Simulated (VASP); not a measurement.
A run of VASP 6.6.1 is set up as follows.

Contents of POSCAR:

```
AgCl
1.0
    0.0000000000      2.7731725637      2.7731725637
    2.7731725637      0.0000000000      2.7731725637
    2.7731725637      2.7731725637      0.0000000000
Ag Cl
1 1
Direct
    0.0000000000      0.0000000000      0.0000000000
    0.5000000000      0.5000000000      0.5000000000
```

INCAR.step1

```
SYSTEM = AgCl
PREC = Accurate ; ENCUT = 520
EDIFF = 1E-5 ; ISMEAR = 0
SIGMA = 0.01 ; LREAL = .False.
LASPH = .True. ; NELM = 80
ALGO = Normal ; ISIF = 2
LWAVE = .True. ; LCHARG = .False.
NBANDS = 16 ; GGA = PE
```

Contents of INCAR.step2:

```
SYSTEM = AgCl
PREC = Accurate ; ENCUT = 520
EDIFF = 1E-6 ; ISMEAR = 0
SIGMA = 0.01 ; LREAL = .False.
LASPH = .True. ; NELM = 80
ALGO = Normal ; ISIF = 2
LWAVE = .False. ; LCHARG = .False.
GGA = PE ; LHFCALC = .True.
AEXX = 0.15 ; HFSCREEN = 0.3
PRECFOCK = Normal ; NBANDS = 16
ISTART = 1
```

KPOINTS

```
Automatic mesh
0
Gamma
  4 4 4
  0 0 0
```

Potentials or basis: VASP PAW PBE potentials, release 64 (Ag, Cl).

Run with:

```console
$ cat potpaw_PBE.64/Ag/POTCAR potpaw_PBE.64/Cl/POTCAR > POTCAR
$ cp INCAR.step1 INCAR
$ mpirun -np 1 vasp_std > vasp.out
$ cp INCAR.step2 INCAR
$ mpirun -np 1 vasp_std > vasp.out
```

Q: Estimate the band gap on the k mesh.

A: 1.65 eV, indirect (least direct gap 3.92 eV).

Q: Predict the pressure.

A: 1.5 GPa.

Caveat: the k points lie up to 0.49 Å⁻¹ apart; the PAW data sets were made with another functional, which shifts forces and pressure a little. A k mesh can miss the band edges.
